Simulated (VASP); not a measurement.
# H2C5 in VASP: further runs

Runs on H2C5. Level: PBE. Tasks: single point.

Program: VASP 6.6.1. These are calculated values, not measurements. Logs are shortened: lines on timing, memory, paths and dates and some standing lists are left out, and cuts for length are marked.

**1. The cell of the first run**

The cell holds a slab with vacuum, 28 atoms: a = 5.049 Å, b = 5.049 Å, c = 15.165 Å, α = 90.00°, β = 90.00°, γ = 90.00°.

**2. Single point, PBE**

File INCAR:

```
  PREC = Accurate
  ENCUT = 520
  EDIFF = 1E-6
  ISMEAR = -1
  SIGMA = 0.002
  LREAL = Auto
  LASPH = True
  NELM = 60
  ALGO = Normal
  ISIF = 2
  LWAVE = False
  LCHARG = False
  GGA = PE
  NBANDS = 64
```

File KPOINTS:

```
Automatic mesh
0
Gamma
  2 2 1
```

File POSCAR:

```
H2C5
1.0
    5.0487420000      0.0000000000      0.0000000000
    0.0000000000      5.0487420000      0.0000000000
    0.0000000000      0.0000000000     15.1647000000
H C
8 20
Direct
    0.4277897346      0.0000000000      0.0659426167
    0.0722160095      0.0000000000      0.0659426167
    0.9277954786      0.0000000000      0.0659426167
    0.5722217535      0.0000000000      0.0659426167
    0.4277897346      0.5000057440      0.0659426167
    0.0722160095      0.5000057440      0.0659426167
    0.9277954786      0.5000057440      0.0659426167
    0.5722217535      0.5000057440      0.0659426167
    0.2500028720      0.0000000000      0.1077963956
    0.7500086160      0.0000000000      0.1077963956
    0.2500028720      0.5000057440      0.1077963956
    0.7500086160      0.5000057440      0.1077963956
    0.2500028720      0.2500028720      0.1666501810
    0.7500086160      0.2500028720      0.1666501810
    0.2500028720      0.7500086160      0.1666501810
    0.7500086160      0.7500086160      0.1666501810
   -0.0136073501      0.2519439496      0.2201362374
    0.4985400323      0.2484975465      0.2203670366
   -0.0122208661      0.7688251846      0.2368658793
    0.4885771545      0.7485032905      0.2327246830
    0.0023372159      0.0450409231      0.2916707881
    0.4910530188      0.0159445660      0.2969198204
   -0.0140827161      0.4967177962      0.2873053869
    0.4880819816      0.5025410290      0.2954097344
    0.2362172597      0.1279130524      0.3392681688
    0.7356684101      0.1216540675      0.3370393084
    0.2236398691      0.4023774635      0.3378965624
    0.7316277996      0.3948112223      0.3351533496
```

Potentials or basis: VASP PAW PBE potentials, release 64 (H, C).

Command:

```console
cat potpaw_PBE.64/H/POTCAR potpaw_PBE.64/C/POTCAR > POTCAR
mpirun -np 1 vasp_std > vasp.out
```

OUTCAR:

```text
PREC = Accurate
   ENCUT = 520
   EDIFF = 1E-6
   ISMEAR = -1
   LREAL = Auto
   LASPH = True
   NELM = 60
   ISIF = 2
   GGA = PE

 ion  position               nearest neighbor table
   1  0.428  0.000  0.066-   4 0.73   9 1.10
   2  0.072  0.000  0.066-   3 0.73   9 1.10
   3  0.928  0.000  0.066-   2 0.73  10 1.10
   4  0.572  0.000  0.066-   1 0.73  10 1.10
   5  0.428  0.500  0.066-   8 0.73  11 1.10
   6  0.072  0.500  0.066-   7 0.73  11 1.10
   7  0.928  0.500  0.066-   6 0.73  12 1.10
   8  0.572  0.500  0.066-   5 0.73  12 1.10
   9  0.250  0.000  0.108-   2 1.10   1 1.10  15 1.55  13 1.55
  10  0.750  0.000  0.108-   4 1.10   3 1.10  16 1.55  14 1.55
  11  0.250  0.500  0.108-   6 1.10   5 1.10  13 1.55  15 1.55
  12  0.750  0.500  0.108-   8 1.10   7 1.10  14 1.55  16 1.55
  13  0.250  0.250  0.167-  18 1.50  11 1.55   9 1.55  17 1.56
  14  0.750  0.250  0.167-  17 1.44  18 1.51  12 1.55  10 1.55
[... 8 lines left out ...]
  23  0.986  0.497  0.287-  27 1.50  28 1.56  19 1.57  17 1.60
  24  0.488  0.503  0.295-  28 1.47  20 1.56  27 1.57  18 1.72
  25  0.236  0.128  0.339-  27 1.39  21 1.45  22 1.55
  26  0.736  0.122  0.337-  28 1.38  22 1.48  21 1.56
  27  0.224  0.402  0.338-  25 1.39  23 1.50  24 1.57
  28  0.732  0.395  0.335-  26 1.38  24 1.47  23 1.56

  LATTYP: Found a simple tetragonal cell.
 ALAT       =     5.0487420000
 C/A-ratio  =     3.0036591293

  Lattice vectors:

 A1 = (   5.0487420000,   0.0000000000,   0.0000000000)
 A2 = (   0.0000000000,   5.0487420000,   0.0000000000)
 A3 = (   0.0000000000,   0.0000000000,  15.1647000000)

Analysis of symmetry for initial positions (statically):
=====================================================================
 Subroutine PRICEL returns:
 Original cell was already a primitive cell.

 Routine SETGRP: Setting up the symmetry group for a
 simple tetragonal supercell.

 Subroutine GETGRP returns: Found  1 space group operations
 (whereof  1 operations were pure point group operations)
 out of a pool of 16 trial point group operations.

The static configuration has the point symmetry C_1 .

Analysis of symmetry for dynamics (positions and initial velocities):
=====================================================================
 Subroutine PRICEL returns:
[... 140 lines left out ...]
   EDIFF  = 0.1E-05   stopping-criterion for ELM
   LREAL  =      T    real-space projection
   EDIFFG = 0.1E-04   stopping-criterion for IOM
   NSW    =      0    number of steps for IOM
   IBRION =     -1    ionic relax: 0-MD 1-quasi-New 2-CG
   NFREE  =      0    steps in history (QN), initial steepest desc. (CG)
   ISIF   =      2    stress and relaxation
   ISYM   =      2    0-nonsym 1-usesym 2-fastsym
   POTIM  = 0.5000    time-step for ionic-motion
   TEBEG  =    0.0;   TEEND  =   0.0 temperature during run
   PSTRESS=    0.0 pullay stress
   NELECT =      88.0000    total number of electrons
   NUPDOWN=      -1.0000    fix difference up-down
   EMIN   =  10.00;   EMAX   =-10.00  energy-range for DOS
   EFERMI =   0.00;   METHOD = LEGACY
   ISMEAR =    -1;   SIGMA  =   0.00  broadening in eV -4-tet -1-fermi 0-gaus
   EFERMI_NEDOS =   21; number of points for ismear=-14 and -15
   IALGO  =     38    algorithm
   IMIX   =      4    mixing-type and parameters
     AMIX     =   0.40;   BMIX     =  1.00
     AMIX_MAG =   1.60;   BMIX_MAG =  1.00
  volume/ion in A,a.u.               =      13.81        93.16
  Fermi-wavevector in a.u.,A,eV,Ry     =   0.999622  1.889011 13.595533  0.999243
  Thomas-Fermi vector in A             =   2.131924
   LORBIT       =      0    0 simple, 1 ext, 2 COOP (PROOUT), +10 PAW based schemes
   GGA     = PE    functional components
   LHFCALC =     F    Hartree Fock is set to
   AEXX    =    0.0000 exact exchange contribution
   IVDW    =     0    specifies the selected vdW correction
   LEPSILON=     F    determine dielectric tensor
   LRPA    =     F    only Hartree local field effects (RPA)
 non-spin polarized calculation
  energy-cutoff  :      520.00
  volume of cell :      386.55
 maximum number of plane-waves:     10429
 NGX is ok and might be reduce to    40
   NGX = 19   NGY = 19   NGZ = 57

 number of electron      88.0000010 magnetization

 Free energy of the ion-electron system (eV)
  ---------------------------------------------------
  ext. energy  EPLUGINS =         0.00000000
  ---------------------------------------------------
  free energy    TOTEN  =      -187.92489295 eV

  energy without entropy =     -187.92489295  energy(sigma->0) =     -187.92489295

 E-fermi :   0.8512     XC(G=0):  -5.5303

 val. band max:        0.7711099563   @ k =   0.0000   0.5000   0.0000
 cond. band min:       1.5786305285   @ k =   0.0000   0.5000   0.0000
 fundamental gap:      0.8075205721
 Fermi energy:         0.8512022861

 k-point     1 :       0.0000    0.0000    0.0000
  band No.  band energies     occupation
      1     -20.4658      2.00000
      2     -18.5096      2.00000
      3     -16.1866      2.00000
      4     -16.0537      2.00000
      5     -15.8358      2.00000
      6     -15.6553      2.00000
[... 225 lines left out ...]
     55       7.1555      0.00000
     56       7.1807      0.00000
 [bands above 56 left out]

------------------------ aborting loop because EDIFF is reached ----------------------------------------

  FORCE on cell =-STRESS in cart. coord.  units (eV):
  Direction    XX          YY          ZZ          XY          YZ          ZX
  --------------------------------------------------------------------------------------
  -------------------------------------------------------------------------------------
  Total       80.3103226     -5.1803483    -14.8289007      1.5714064     -3.4164255      8.0501960
  in kB      332.8754554    -21.4718452    -61.4637935      6.5132674    -14.1606231     33.3669768
  external PRESSURE =      83.3132722 kB  Pullay stress =       0.0000000 kB

 VOLUME and BASIS-vectors are now :
 -----------------------------------------------------------------------------
  energy-cutoff  :      520.00
  volume of cell :      386.55
      direct lattice vectors                 reciprocal lattice vectors
     5.048742000  0.000000000  0.000000000     0.198069143  0.000000000  0.000000000
     0.000000000  5.048742000  0.000000000     0.000000000  0.198069143  0.000000000
     0.000000000  0.000000000 15.164700000     0.000000000  0.000000000  0.065942617

 POSITION                                       TOTAL-FORCE (eV/Angst)
 -----------------------------------------------------------------------------------
      2.15980      0.00000      1.00000        -8.906106     -0.029456      0.011784
      0.36460      0.00000      1.00000         8.944544     -0.075434      0.039107
      4.68420      0.00000      1.00000        -8.863796     -0.073921      0.075399
      2.88900      0.00000      1.00000         8.916943     -0.000658      0.027302
      2.15980      2.52440      1.00000        -8.918534      0.106028      0.050743
      0.36460      2.52440      1.00000         8.968869      0.049521      0.034189
[... 20 lines left out ...]
      1.12910      2.03150      5.12410         2.532409      0.435952     -1.020081
      3.69380      1.99330      5.08250         0.891774      0.766530     -0.065777
 -----------------------------------------------------------------------------------
    total drift:                               -0.004262      0.029066     -0.020379

  FREE ENERGIE OF THE ION-ELECTRON SYSTEM (eV)
  ---------------------------------------------------
  free  energy   TOTEN  =      -187.9248929526 eV

  energy  without entropy=     -187.9248929526  energy(sigma->0) =     -187.92489295
```

stdout:

```text
POSCAR found type information on POSCAR H C
 POSCAR found :  2 types and      28 ions
 scaLAPACK will be used
 LDA part: xc-table for (Slater+PW92), standard interpolation
 POSCAR, INCAR and KPOINTS ok, starting setup
 FFT: planning ... GRIDC
 FFT: planning ... GRID_SOFT
 FFT: planning ... GRID
 WAVECAR not read
 entering main loop
```

Wall time 3.4 min (1 thread of Intel Xeon Platinum 8259CL at 2.50GHz (Skylake/Cascade Lake), shared host); peak memory 0.43 GiB.

What came out:

```
Free energy            : -187.9249 eV
Largest force          : 8.969 eV/Å
Band gap on the k mesh : 0.81 eV
```

Forces on the atoms (eV/Å):
```
H   -8.906 -0.029  0.012
H    8.945 -0.075  0.039
H   -8.864 -0.074  0.075
H    8.917 -0.001  0.027
H   -8.919  0.106  0.051
H    8.969  0.050  0.034
H   -8.879  0.038  0.062
H    8.887  0.094  0.108
C    0.069 -0.224  1.104
C   -0.223 -0.342  1.009
C   -0.176  0.160  1.272
C    0.199  0.252  1.340
C   -0.792  0.008 -2.653
C   -1.527 -0.249 -3.103
C   -0.870  0.640  1.775
C   -0.741  0.977  2.025
C    2.944  1.626  0.587
C   -1.335  0.544  1.501
C    1.151 -1.502 -1.301
C    0.758  0.880  1.409
C   -3.384 -3.259 -0.865
C   -0.562  1.283 -2.445
C   -0.594 -0.414  0.967
C   -1.094 -2.034 -1.960
C    1.104  0.073 -0.338
C    1.499  0.269  0.354
C    2.532  0.436 -1.020
C    0.892  0.767 -0.066
```

Levels at points of the mesh, in eV from the valence-band top:
| k point | band 40 | band 41 | band 42 | band 43 | band 44 | band 45 | band 46 | band 47 | band 48 | band 49 |
| --- | --- | --- | --- | --- | --- | --- | --- | --- | --- | --- |
| (0.00, 0.00, 0.00) | -2.20 | -2.11 | -0.81 | -0.75 | -0.20 | 0.93 | 1.83 | 2.07 | 3.23 | 3.70 |
| (0.50, 0.00, 0.00) | -2.81 | -2.46 | -1.97 | -1.50 | -0.85 | 1.39 | 1.81 | 3.25 | 3.28 | 4.24 |
| (0.00, 0.50, 0.00) | -2.39 | -1.93 | -0.54 | -0.53 | 0.00 | 0.81 | 1.35 | 2.98 | 3.13 | 3.23 |
| (0.50, 0.50, 0.00) | -3.43 | -3.39 | -3.20 | -1.20 | -0.46 | 1.20 | 1.64 | 3.94 | 4.01 | 4.06 |

Caveat: the k points lie up to 0.62 Å⁻¹ apart; the atoms stand as in a frame of molecular dynamics; there is no dipole correction, which matters where the two faces differ.

**3. Single point, PBE**

File INCAR:

```
SYSTEM = H2C5
PREC     = Accurate       ! precision mode
ENCUT    = 520            ! plane-wave cutoff, eV
EDIFF    = 1E-6           ! SCF threshold, eV
ISMEAR   = -1             ! smearing method
SIGMA    = 0.002          ! smearing width, eV
LREAL    = Auto         
LASPH    = .TRUE.         ! aspherical terms in the spheres
NELM     = 100            ! most SCF steps
ALGO     = Normal         ! electronic algorithm
ISIF     = 2              ! what is computed and relaxed
LWAVE    = .FALSE.        ! write WAVECAR
LCHARG   = .FALSE.        ! write CHGCAR
GGA      = PE             ! functional
NBANDS   = 64             ! bands
```

File KPOINTS:

```
regular mesh
0
G
  2 2 1
  0 0 0
```

File POSCAR:

```
H2C5
1.0
    5.0487420000      0.0000000000      0.0000000000
    0.0000000000      5.0487420000      0.0000000000
    0.0000000000      0.0000000000     15.1647000000
H C
8 20
Direct
    0.4277897346      0.0000000000      0.0659426167
    0.0722160095      0.0000000000      0.0659426167
    0.9277954786      0.0000000000      0.0659426167
    0.5722217535      0.0000000000      0.0659426167
    0.4277897346      0.5000057440      0.0659426167
    0.0722160095      0.5000057440      0.0659426167
    0.9277954786      0.5000057440      0.0659426167
    0.5722217535      0.5000057440      0.0659426167
    0.2500028720      0.0000000000      0.1077963956
    0.7500086160      0.0000000000      0.1077963956
    0.2500028720      0.5000057440      0.1077963956
    0.7500086160      0.5000057440      0.1077963956
    0.2500028720      0.2500028720      0.1666501810
    0.7500086160      0.2500028720      0.1666501810
    0.2500028720      0.7500086160      0.1666501810
    0.7500086160      0.7500086160      0.1666501810
   -0.0004159452      0.2509337970      0.2200373235
    0.4999859371      0.2565787675      0.2162917829
    0.0067937716      0.7646063118      0.2328104084
    0.5051357348      0.7580304163      0.2262754951
    0.0097053880      0.0347017138      0.2888286613
    0.5055912938      0.0147957650      0.2918488331
    0.0057241982      0.4966187617      0.2902398333
    0.5114937543      0.5043434582      0.2870218336
    0.2574106579      0.1350633485      0.3307483828
    0.7414916429      0.1287053290      0.3314737515
    0.2550536351      0.4063982671      0.3346917512
    0.7601497561      0.4099238979      0.3340059480
```

Potentials or basis: VASP PAW PBE potentials, release 64 (H, C).

Command:

```console
cat potpaw_PBE.64/H/POTCAR potpaw_PBE.64/C/POTCAR > POTCAR
mpirun -np 1 vasp_std > vasp.out
```

OUTCAR:

```text
SYSTEM = H2C5
   PREC = Accurate
   ENCUT = 520
   EDIFF = 1E-6
   ISMEAR = -1
   LREAL = Auto
   LASPH = .TRUE.
   NELM = 100
   ISIF = 2
   GGA = PE

 ion  position               nearest neighbor table
   1  0.428  0.000  0.066-   4 0.73   9 1.10
   2  0.072  0.000  0.066-   3 0.73   9 1.10
   3  0.928  0.000  0.066-   2 0.73  10 1.10
   4  0.572  0.000  0.066-   1 0.73  10 1.10
   5  0.428  0.500  0.066-   8 0.73  11 1.10
   6  0.072  0.500  0.066-   7 0.73  11 1.10
   7  0.928  0.500  0.066-   6 0.73  12 1.10
   8  0.572  0.500  0.066-   5 0.73  12 1.10
   9  0.250  0.000  0.108-   2 1.10   1 1.10  15 1.55  13 1.55
  10  0.750  0.000  0.108-   4 1.10   3 1.10  16 1.55  14 1.55
  11  0.250  0.500  0.108-   6 1.10   5 1.10  13 1.55  15 1.55
  12  0.750  0.500  0.108-   8 1.10   7 1.10  14 1.55  16 1.55
  13  0.250  0.250  0.167-  18 1.47  17 1.50  11 1.55   9 1.55
  14  0.750  0.250  0.167-  18 1.47  17 1.50  12 1.55  10 1.55
[... 8 lines left out ...]
  23  0.006  0.497  0.290-  28 1.47  27 1.50  19 1.61  17 1.63
  24  0.511  0.504  0.287-  28 1.52  27 1.56  20 1.58  18 1.65
  25  0.257  0.135  0.331-  27 1.37  21 1.49  22 1.51
[... 226 lines left out ...]
 k-point     1 :       0.0000    0.0000    0.0000
  band No.  band energies     occupation
      1     -20.6742      2.00000
      2     -18.5558      2.00000
      3     -16.3857      2.00000
      4     -16.1892      2.00000
      5     -16.0413      2.00000
      6     -15.9531      2.00000
[... 225 lines left out ...]
     55       7.1807      0.00000
     56       7.1885      0.00000
 [bands above 56 left out]

------------------------ aborting loop because EDIFF is reached ----------------------------------------

  FORCE on cell =-STRESS in cart. coord.  units (eV):
  Direction    XX          YY          ZZ          XY          YZ          ZX
  --------------------------------------------------------------------------------------
  -------------------------------------------------------------------------------------
  Total       81.8829246     -6.8414319     -5.2091463     -0.7968552     -5.9705172     -1.2803205
  in kB      339.3936787    -28.3568124    -21.5912089     -3.3028572    -24.7469887     -5.3067559
  external PRESSURE =      96.4818858 kB  Pullay stress =       0.0000000 kB

 VOLUME and BASIS-vectors are now :
 -----------------------------------------------------------------------------
  energy-cutoff  :      520.00
  volume of cell :      386.55
      direct lattice vectors                 reciprocal lattice vectors
     5.048742000  0.000000000  0.000000000     0.198069143  0.000000000  0.000000000
     0.000000000  5.048742000  0.000000000     0.000000000  0.198069143  0.000000000
     0.000000000  0.000000000 15.164700000     0.000000000  0.000000000  0.065942617

 POSITION                                       TOTAL-FORCE (eV/Angst)
 -----------------------------------------------------------------------------------
      2.15980      0.00000      1.00000        -8.949908     -0.049004      0.038082
      0.36460      0.00000      1.00000         8.937318     -0.020120      0.054695
      4.68420      0.00000      1.00000        -8.962144     -0.033572      0.032392
      2.88900      0.00000      1.00000         8.936494     -0.033770      0.049849
      2.15980      2.52440      1.00000        -8.956338      0.087536      0.074674
      0.36460      2.52440      1.00000         8.934453      0.075677      0.051095
[... 20 lines left out ...]
      1.28770      2.05180      5.07550         1.176532      0.417670     -0.722778
      3.83780      2.06960      5.06510        -2.150027     -1.462051     -0.217784
 -----------------------------------------------------------------------------------
    total drift:                               -0.022601     -0.033690     -0.008558

  FREE ENERGIE OF THE ION-ELECTRON SYSTEM (eV)
  ---------------------------------------------------
  free  energy   TOTEN  =      -188.2745334973 eV

  energy  without entropy=     -188.2745334973  energy(sigma->0) =     -188.27453350
```

stdout:

```text
POSCAR found type information on POSCAR H C
 POSCAR found :  2 types and      28 ions
 scaLAPACK will be used
 LDA part: xc-table for (Slater+PW92), standard interpolation
 POSCAR, INCAR and KPOINTS ok, starting setup
 FFT: planning ... GRIDC
 FFT: planning ... GRID_SOFT
 FFT: planning ... GRID
 WAVECAR not read
 entering main loop
```

Run time: 3.4 min. Hardware: 1 thread of Intel Xeon Platinum 8259CL at 2.50GHz (Skylake/Cascade Lake), shared host; peak memory 0.43 GiB.

What came out:

```
Free energy            : -188.2745 eV
Largest force          : 8.962 eV/Å
Band gap on the k mesh : 1.10 eV
```

Forces in eV/Å, atoms in the order of the input:
```
H   -8.950 -0.049  0.038
H    8.937 -0.020  0.055
H   -8.962 -0.034  0.032
H    8.936 -0.034  0.050
H   -8.956  0.088  0.075
H    8.934  0.076  0.051
H   -8.940  0.084  0.047
H    8.929  0.081  0.091
C   -0.084 -0.190  0.649
C    0.208 -0.212  0.608
C   -0.241  0.179  0.924
C    0.325  0.182  0.961
C   -0.285  0.115 -3.799
C    0.258 -0.036 -3.767
C    0.302  0.904  0.743
C    0.820  1.106  0.589
C    0.471  1.797  0.151
C    0.481  0.368  2.588
C   -0.394 -1.299  0.488
C   -0.360 -0.579  3.151
C   -1.776 -1.047 -0.063
C   -1.052  2.013 -2.154
C    0.373  0.088 -1.418
C   -1.157 -1.858 -0.633
C   -0.051 -1.326  0.785
C    3.206  0.647  0.698
C    1.177  0.418 -0.723
C   -2.150 -1.462 -0.218
```

Caveat: the k points lie up to 0.62 Å⁻¹ apart; the atoms stand as in a frame of molecular dynamics; there is no dipole correction, which matters where the two faces differ.
